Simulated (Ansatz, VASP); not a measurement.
**Two plane-wave programs on InH**

File INCAR:

```
PREC     = Accurate       # precision mode
ENCUT    = 600            # plane-wave cutoff, eV
EDIFF    = 1E-6           # SCF threshold, eV
ISMEAR   = 0              # smearing method
SIGMA    = 0.1            # smearing width, eV
LREAL    = F              # projectors in reciprocal space
LASPH    = T              # aspherical terms in the spheres
NELM     = 60             # most SCF steps
ALGO     = Normal         # electronic algorithm
ISIF     = 3              # what is computed and relaxed
LWAVE    = F              # write WAVECAR
LCHARG   = F              # write CHGCAR
GGA      = PE             # functional
IBRION   = 2              # ionic algorithm
NSW      = 100            # ionic steps
EDIFFG   = -0.01          # ionic threshold
```

Contents of KPOINTS:

```
Automatic mesh
0
Gamma
  20 20 20
```

The input POSCAR:

```
InH
1.0
    0.0000000000      2.5153639930      2.5153639930
    2.5153639930      0.0000000000      2.5153639930
    2.5153639930      2.5153639930      0.0000000000
In H
1 1
Direct
    0.5000000000      0.5000000000      0.5000000000
    0.0000000000      0.0000000000      0.0000000000
```

Input for Ansatz:

```yaml
crystal:
  lattice:
    - [0.0, 2.515363993, 2.515363993]
    - [2.515363993, 0.0, 2.515363993]
    - [2.515363993, 2.515363993, 0.0]
  atoms:
    - { symbol: In, position: [0.5, 0.5, 0.5] }
    - { symbol: H, position: [0.0, 0.0, 0.0] }
basis:
  ecutwfc: 420
kpoints:
  mp_grid: { grid: [20, 20, 20] }
hamiltonian:
  xc: pbe
scf:
  occupations: { method: gaussian, width: 0.1 }
output:
  forces: true
  stress: true
  eigenvalues: true
  write_density: true
  write_potential: true
  elf: true
  volumetric_format: npy
relax:
  adjacent_minimum: "off"
  f_tol: 0.01
  max_steps: 80
  cell: { stress_tol: 0.05 }
```

Change from the starting cell: species swapped into the LaAs type (Fm-3m, No. 225).

Alike in both runs: task relaxation of cell and atoms; functional PBE; k mesh 20 × 20 × 20; occupations gaussian, width 0.1 eV; no spin polarisation.

|  | VASP | Ansatz |
| --- | --- | --- |
| version | VASP 6.6.1 | Ansatz 0.2.0 |
| potentials or method | VASP PAW PBE potentials, release 64 (In_d, H), cutoff 600 eV | scalar-relativistic, plane waves, PAW |
| valence electrons in the cell | 14 | 14 |

```csv
,VASP,Ansatz,Ansatz less VASP
"gap on the k mesh at the Fermi level, each at its own relaxed structure (eV)",none,none,-
relaxed volume (Å³/atom),15.91,15.91,0.000
relaxed length of the cell vector where the two differ most in proportion (Å),3.557,3.557,0.0000
```

A gap of «none» marks a metal or a gap that the smearing closes.

Noted on VASP's run: the relaxation stopped at its first step, so nothing moved.
